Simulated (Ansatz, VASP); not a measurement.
## SiC5 in VASP and in Ansatz

```xyz
6
Lattice="3.3326 0.0000 0.0000 -1.6663 2.8861 0.0000 0.0000 0.0000 8.4129" Properties=species:S:1:pos:R:3 pbc="T T T"
Si    0.0000    0.0000    4.2065
C    -0.8332    1.4431    0.0000
C     1.6663    0.0000    0.0000
C     0.8331    1.4431    0.0000
C     1.6663    0.9620    4.2065
C     0.0000    1.9241    4.2065
```

Change from the starting cell: species swapped into the YMg5 type (P-62m, No. 189).

Alike in both runs: functional PBE; k mesh 6 × 6 × 4; occupations gaussian, width 0.1 eV; no spin polarisation.

Ansatz relaxed the structure, and its values are those at the end. VASP's run is a single point on that final structure, the one shown.

|  | VASP | Ansatz |
| --- | --- | --- |
| version | VASP 6.6.1 | Ansatz 0.2.0 |
| potentials or method | VASP PAW PBE potentials, release 64 (Si, C), cutoff 520 eV | scalar-relativistic, plane waves, PAW |
| valence electrons in the cell | 24 | 24 |

```tsv
	VASP	Ansatz	Ansatz less VASP
gap on the k mesh at the Fermi level (eV)	none	none	-
pressure (GPa)	0.1	0.1	-0.02
```

A gap of «none» marks a metal or a gap that the smearing closes.

The k mesh is coarse, so the values compare programs but aren't converged.
